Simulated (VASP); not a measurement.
# Ti: single point with r2SCAN

Crystal: Ti.

```xyz
1
Lattice="-1.6188 1.6188 1.6188 1.6188 -1.6188 1.6188 1.6188 1.6188 -1.6188" Properties=species:S:1:pos:R:3 pbc="T T T"
Ti    0.0000    0.0000    0.0000
```

```json
{"Program": "VASP 6.6.1", "Task": "single point", "Functional": "r2SCAN", "Potentials or basis": "VASP PAW PBE potentials, release 64 (Ti_sv)", "Cutoff": "520 eV", "k mesh": "11 × 11 × 11", "Occupations": "fermi-dirac, width 0.05 eV", "Spin": "no spin polarisation"}
```

```
Pressure               : 1.9 GPa
Band gap on the k mesh : zero (band 6 reaches 9.53 eV, above the bottom of band 7 at 7.74 eV)
```

Levels at points of the mesh, in eV from the Fermi level:
| k point | band 2 | band 3 | band 4 | band 5 | band 6 | band 7 | band 8 | band 9 | band 10 | band 11 |
| --- | --- | --- | --- | --- | --- | --- | --- | --- | --- | --- |
| (0.00, 0.00, 0.00) | -33.63 | -33.63 | -33.63 | -6.38 | 1.17 | 1.17 | 1.17 | 3.00 | 3.00 | 18.26 |

Wall time 2.4 min on 1 thread of AMD EPYC 7R13 (shared host), peak memory 0.12 GiB.

Caveat: the PAW data sets were made with another functional, which shifts forces and pressure a little.
